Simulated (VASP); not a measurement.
AlP: single point with PBE

AlP:

```xyz
2
Lattice="0.0000 2.7536 2.7536 2.7536 0.0000 2.7536 2.7536 2.7536 0.0000" Properties=species:S:1:pos:R:3 pbc="T T T"
Al    0.0000    0.0000    0.0000
P     4.1304    4.1304    4.1304
```

```json
{"Program": "VASP 6.6.1", "Task": "single point", "Functional": "PBE", "Potentials or basis": "VASP PAW PBE potentials, release 64 (Al, P)", "Cutoff": "500 eV", "k mesh": "8 × 8 × 8", "Occupations": "gaussian, width 0.1 eV", "Spin": "no spin polarisation"}
```

* Pressure: -0.1 GPa
* Band gap on the k mesh: 1.63 eV (least direct gap 3.09 eV)

Levels at points of the mesh, in eV from the valence-band top:
```csv
k point,band 1,band 2,band 3,band 4,band 5,band 6,band 7,band 8,band 9
"(0.00, 0.00, 0.00)",-11.36,0.00,0.00,0.00,3.09,4.53,4.53,4.53,8.81
"(0.50, 0.00, 0.00)",-9.74,-5.41,-0.75,-0.75,2.72,4.81,4.81,8.20,11.45
"(0.50, 0.50, 0.00)",-9.11,-5.22,-2.05,-2.05,1.63,2.47,10.85,10.85,11.78
```

Run time: 18 s on 1 thread of Intel(R) Xeon(R) Platinum 8375C CPU @ 2.90GHz (Ice Lake), on a shared host, peak memory 0.15 GiB.

A k mesh can miss the band edges.
